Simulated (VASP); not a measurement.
Wanted: the native input for a VASP 6.6.1 run.

```yaml
Task: single point
Functional: PBEsol
Potentials_or_basis: VASP PAW PBE potentials, release 64 (W_sv, C)
Cutoff: 520 eV
k_mesh: 8 × 8 × 7
Occupations: gaussian, width 0.05 eV
Spin: non-collinear spin, zero start, spin-orbit coupling
Starting_moments: "[[0.0, 0.0, 0.0], [0.0, 0.0, 0.0]] μB"
Dipole_correction: no
Further_INCAR_settings: ALGO = Normal; EDIFF = 1e-06; NBANDS = 30
```

The structure of WC (Qusongite) lies in POSCAR:

```
WC
1.0
    2.9065000000      0.0000000000      0.0000000000
   -1.4532500000      2.5171028361      0.0000000000
    0.0000000000      0.0000000000      2.8366000000
W C
1 1
Direct
    0.0000000000      0.0000000000      0.0000000000
    0.6666666667      0.3333333333      0.5000000000
```

These files were run (other wordings do the same):

INCAR

```
PREC = Accurate ; ENCUT = 520
EDIFF = 1E-6 ; ISMEAR = 0
SIGMA = 0.05 ; LREAL = False
LASPH = True ; NELM = 150
ALGO = Normal ; ISIF = 2
LWAVE = False ; LCHARG = False
LNONCOLLINEAR = True ; MAGMOM = 0 0 0 0 0 0
LORBIT = 11 ; LSORBIT = True
GGA_COMPAT = False ; LORBMOM = True
LMAXMIX = 4 ; GGA = PS
NBANDS = 30
```

KPOINTS

```
regular mesh
0
Gamma
  8 8 7
```

Potentials or basis: VASP PAW PBE potentials, release 64 (W_sv, C).

Launch:

```console
$ cat potpaw_PBE.64/W_sv/POTCAR potpaw_PBE.64/C/POTCAR > POTCAR
$ mpirun -np 1 vasp_ncl > vasp.out
```

It gave:

The pressure is -1.8 GPa, the net moment is 0.00 μB per cell and the valence electrons inside the program's atomic spheres are W 12.21; C 2.41.

Caveat: the PAW data sets were made with another functional, which shifts forces and pressure a little.

Run time: 42 s on 1 thread of AMD EPYC 9R45 96-Core Processor (Zen 5) (shared host), peak memory 0.2 GiB.
